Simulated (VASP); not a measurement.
# Te2Mo (P-6m2) in VASP: notebook, part 2 of 2

VASP 6.6.1. The steps go on from the part before.

## Step 4: Single point, PBEsol

This run uses another cell than the first one, of 15.55 Å³/atom, 0.622 times its volume.

INCAR reads:

```
SYSTEM = Te2Mo
PREC = Accurate
ENCUT = 520
EDIFF = 1E-6
ISMEAR = 0
SIGMA = 0.1
LREAL = .FALSE.
LASPH = .TRUE.
NELM = 60
ALGO = Normal
ISIF = 2
LWAVE = .FALSE.
LCHARG = .FALSE.
GGA = PS
NBANDS = 20
```

KPOINTS reads:

```
Automatic mesh
0
G
  18 18 6
  0 0 0
```

POSCAR reads:

```
Te2Mo
1.0
    2.8339002629      0.0000000000      0.0000000000
   -1.4169501314      2.4542296194      0.0000000000
    0.0000000000      0.0000000000      6.7090431280
Te Mo
2 1
Direct
    0.3333333333      0.6666666667      0.7054227815
    0.3333333333      0.6666666667      0.2945772185
    0.0000000000      0.0000000000      0.0000000000
```

Potentials or basis: VASP PAW PBE potentials, release 64 (Te, Mo_sv).

Run with:

```sh
$ cat potpaw_PBE.64/Te/POTCAR potpaw_PBE.64/Mo_sv/POTCAR > POTCAR
$ mpirun -np 1 vasp_std > vasp.out
```

OUTCAR:

```text
SYSTEM = Te2Mo
   PREC = Accurate
   ENCUT = 520
   EDIFF = 1E-6
   ISMEAR = 0
   LREAL = .FALSE.
   LASPH = .TRUE.
   NELM = 60
   ISIF = 2
   GGA = PS

 ion  position               nearest neighbor table
   1  0.333  0.667  0.705-   3 2.57   3 2.57   3 2.57   2 2.76
   2  0.333  0.667  0.295-   3 2.57   3 2.57   3 2.57   1 2.76
   3  0.000  0.000  0.000-   1 2.57   2 2.57   1 2.57   2 2.57   1 2.57   2 2.57

  LATTYP: Found a hexagonal cell.
 ALAT       =     2.8339002629
 C/A-ratio  =     2.3674238701

  Lattice vectors:

 A1 = (   2.8339002629,   0.0000000000,   0.0000000000)
 A2 = (  -1.4169501314,   2.4542296194,   0.0000000000)
 A3 = (   0.0000000000,   0.0000000000,   6.7090431280)

Analysis of symmetry for initial positions (statically):
=====================================================================
 Subroutine PRICEL returns:
 Original cell was already a primitive cell.

 Routine SETGRP: Setting up the symmetry group for a
 hexagonal supercell.

 Subroutine GETGRP returns: Found 12 space group operations
 (whereof 12 operations were pure point group operations)
 out of a pool of 24 trial point group operations.

The static configuration has the point symmetry D_3h.
[... 158 lines left out ...]
  ext. energy  EPLUGINS =         0.00000000
  ---------------------------------------------------
  free energy    TOTEN  =       -13.76033244 eV

  energy without entropy =      -13.74914284  energy(sigma->0) =      -13.75473764

 E-fermi :  16.3633     XC(G=0): -13.0969

 val. band max:       16.3591499948   @ k =   0.1667   0.1111   0.5000
 cond. band min:      16.3723744600   @ k =   0.0556   0.0556   0.0000
 fundamental gap:      0.0132244652
 Fermi energy:        16.3633161207

 k-point     1 :       0.0000    0.0000    0.0000
  band No.  band energies     occupation
      1     -44.0729      2.00000
      2     -18.7858      2.00000
      3     -17.6909      2.00000
      4     -17.6909      2.00000
      5      -1.8623      2.00000
      6       0.4347      2.00000
[... 541 lines left out ...]
     19      23.2384      0.00000
     20      24.2216      0.00000

 [... further k-points ...]
[... 5 lines left out ...]
  --------------------------------------------------------------------------------------
  -------------------------------------------------------------------------------------
  Total       26.5306503     26.5306503     26.4752657      0.0000000     -0.0000000     -0.0000000
  in kB      910.9575510    910.9575509    909.0558608      0.0000000     -0.0000000     -0.0000000
  external PRESSURE =     910.3236542 kB  Pullay stress =       0.0000000 kB

 VOLUME and BASIS-vectors are now :
 -----------------------------------------------------------------------------
  energy-cutoff  :      520.00
  volume of cell :       46.66
      direct lattice vectors                 reciprocal lattice vectors
     2.833900263  0.000000000  0.000000000     0.352870570  0.203729918  0.000000000
    -1.416950131  2.454229619  0.000000000     0.000000000  0.407459837  0.000000000
     0.000000000  0.000000000  6.709043128     0.000000000  0.000000000  0.149052552

 POSITION                                       TOTAL-FORCE (eV/Angst)
 -----------------------------------------------------------------------------------
     -0.00000      1.63615      4.73271        -0.000000      0.000000     -0.012086
     -0.00000      1.63615      1.97633         0.000000      0.000000      0.012086
      0.00000      0.00000      0.00000        -0.000000     -0.000000      0.000000
 -----------------------------------------------------------------------------------
    total drift:                                0.000000     -0.000000      0.000000

  FREE ENERGIE OF THE ION-ELECTRON SYSTEM (eV)
  ---------------------------------------------------
  free  energy   TOTEN  =       -13.7603324412 eV

  energy  without entropy=      -13.7491428354  energy(sigma->0) =      -13.75473764
```

Wall time 58 s (1 thread of Intel Xeon 6975P-C (Granite Rapids), shared host); peak memory 0.27 GiB.

Results:

- Free energy: -13.7603 eV
- Pressure: 91.0 GPa
- Largest force: 0.012 eV/Å
- Band gap on the k mesh: zero (band 13 reaches 17.33 eV, above the bottom of band 14 at 15.36 eV)

Forces in eV/Å, atoms in the order of the input:
```
Te   0.000  0.000 -0.012
Te   0.000  0.000  0.012
Mo   0.000  0.000  0.000
```

Caveat: the PAW data sets were made with another functional, which shifts forces and pressure a little; spin-orbit coupling is left out, which moves the levels of the heavy elements.

## Step 5: Single point, PBEsol

This run uses another cell than the first one, of 20.43 Å³/atom, 0.817 times its volume.

INCAR reads:

```
PREC = Accurate
ENCUT = 520
EDIFF = 1E-7
ISMEAR = 0
SIGMA = 0.02
LREAL = False
LASPH = True
NELM = 100
ALGO = Normal
ISIF = 2
LWAVE = False
LCHARG = False
GGA = PS
NBANDS = 20
```

KPOINTS reads:

```
Automatic mesh
0
Gamma
  12 12 6
```

POSCAR reads:

```
Te2Mo
1.0
    3.1909950780      0.0000000000      0.0000000000
   -1.5954975390      2.7634828009      0.0000000000
    0.0000000000      0.0000000000      6.9514030181
Te Mo
2 1
Direct
    0.3333333333      0.6666666667      0.7316244390
    0.3333333333      0.6666666667      0.2683755610
    0.0000000000      0.0000000000      0.0000000000
```

Run with:

```sh
$ cat potpaw_PBE.64/Te/POTCAR potpaw_PBE.64/Mo_sv/POTCAR > POTCAR
$ mpirun -np 1 vasp_std > vasp.out
```

Wall time 34 s (1 thread of Intel Xeon 6975P-C (Granite Rapids), shared host); peak memory 0.23 GiB.

Results (log left out):

```yaml
Free_energy: -18.4395 eV
Pressure: 25.3 GPa
Largest_force: 0.032 eV/Å
Band_gap_on_the_k_mesh: zero (band 13 reaches 11.52 eV, above the bottom of band 14 at 11.20 eV)
```

Forces on the atoms (eV/Å):
```
Te   0.000  0.000 -0.032
Te   0.000  0.000  0.032
Mo   0.000  0.000  0.000
```

Stress tensor (GPa, compression positive):
```
25.23  0.00  0.00
 0.00 25.23  0.00
 0.00  0.00 25.40
```

Levels at points of the mesh, in eV from the Fermi level:
```csv
k point,band 9,band 10,band 11,band 12,band 13,band 14,band 15,band 16,band 17,band 18
"(0.00, 0.00, 0.00)",-1.86,-1.86,-1.52,-0.85,-0.85,3.97,3.97,4.24,4.24,6.06
"(0.50, 0.00, 0.00)",-5.10,-2.68,-2.26,-1.83,-0.28,0.52,1.91,3.90,4.15,4.17
"(0.00, 0.00, 0.50)",-1.83,-1.83,-1.09,-0.89,-0.89,3.70,3.70,4.59,4.59,7.49
"(0.50, 0.00, 0.50)",-4.26,-3.94,-2.80,-0.72,0.19,1.88,1.91,1.94,3.31,4.90
```

Caveat: the PAW data sets were made with another functional, which shifts forces and pressure a little; spin-orbit coupling is left out, which moves the levels of the heavy elements.

## Step 6: Overview

```csv
cell,k mesh,smearing,gap on the mesh (eV),pressure (GPa),largest force (eV/Å)
"a = 3.422, b = 3.422, c = 7.404 Å, angles 90.0, 90.0, 120.0°, 3 atoms",12 × 12 × 4,gaussian 0.02 eV,0.81,4.2,0.03
"a = 2.834, b = 2.834, c = 6.709 Å, angles 90.0, 90.0, 120.0°, 3 atoms",18 × 18 × 6,gaussian 0.1 eV,none,91.0,0.01
"a = 3.191, b = 3.191, c = 6.951 Å, angles 90.0, 90.0, 120.0°, 3 atoms",12 × 12 × 6,gaussian 0.02 eV,none,25.3,0.03
```

Alike in all rows: task single point; level PBEsol; potentials or basis VASP PAW PBE potentials, release 64 (Te, Mo_sv); no spin polarisation; cutoff (eV) 520.

Caveats: the PAW data sets were made with another functional, which shifts forces and pressure a little; spin-orbit coupling is left out, which moves the levels of the heavy elements; this functional lacks dispersion, which binds the layers, so the pressure and a relaxed spacing across them are unreliable (some runs).

Absolute energies hang on the potentials; compare differences alone.
